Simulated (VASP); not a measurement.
Wanted: the native input for a VASP 6.6.1 run.

| Item | Value |
| --- | --- |
| Task | single point |
| Functional | PBE |
| Potentials or basis | VASP PAW PBE potentials, release 64 (Si, Ni) |
| Cutoff | 520 eV |
| k mesh | 13 × 13 × 5 |
| Occupations | gaussian, width 0.15 eV |
| Spin | no spin polarisation |
| Dipole correction | no |
| Further INCAR settings | ALGO = Fast; EDIFF = 1e-07; NBANDS = 63 |

The structure of SiNi3 lies in POSCAR:

```
SiNi3
1.0
    0.0000000000     -3.5062596265      0.0000000000
    0.0000000000      0.0000000000     -3.5062596265
   10.7687788796      0.0000000000      0.0000000000
Si Ni
3 9
Direct
    1.0000000000      1.0000000000      0.2441799053
    1.0000000000      1.0000000000      0.5697748187
    1.0000000000      1.0000000000      0.8953697321
    0.5000000000      0.5000000000      0.8953697321
    0.5000000000      0.5000000000      0.2441799053
    0.5000000000      0.5000000000      0.5697748187
    0.0000000000      0.5000000000      0.0813824486
    0.0000000000      0.5000000000      0.4069773620
    0.0000000000      0.5000000000      0.7325722754
    0.5000000000      1.0000000000      0.0813824486
    0.5000000000      1.0000000000      0.4069773620
    0.5000000000      1.0000000000      0.7325722754
```

This cell differs from its parent crystal: the distance across one plane changed.

The input as run:

INCAR

```
SYSTEM = SiNi3
ALGO = Fast
EDIFF = 1E-7
ENCUT = 520
GGA = PE
ISIF = 2
ISMEAR = 0
LASPH = .TRUE.
LCHARG = .FALSE.
LREAL = .FALSE.
LWAVE = .FALSE.
NBANDS = 63
NELM = 100
PREC = Accurate
SIGMA = 0.15
```

KPOINTS

```
k-points
0
G
  13 13 5
  0 0 0
```

Potentials or basis: VASP PAW PBE potentials, release 64 (Si, Ni).

Launch:

```console
$ cat potpaw_PBE.64/Si/POTCAR potpaw_PBE.64/Ni/POTCAR > POTCAR
$ mpirun -np 1 vasp_std > vasp.out
```

Results of the run:

```json
{"Pressure": "-3.6 GPa", "Largest force": "1.199 eV/Å", "Band gap on the k mesh": "zero (bands 51 and 52 overlap by 0.39 eV)"}
```

Caveat: the cell differs from its parent crystal (the distance across one plane changed); the cell stands under tension; forces of over 1 eV/Å act on the atoms, so gaps and moduli don't describe the material at rest.

Run time: 12 min on 1 thread of Intel(R) Xeon(R) Platinum 8488C (Sapphire Rapids), with other jobs on the host, peak memory 0.59 GiB.
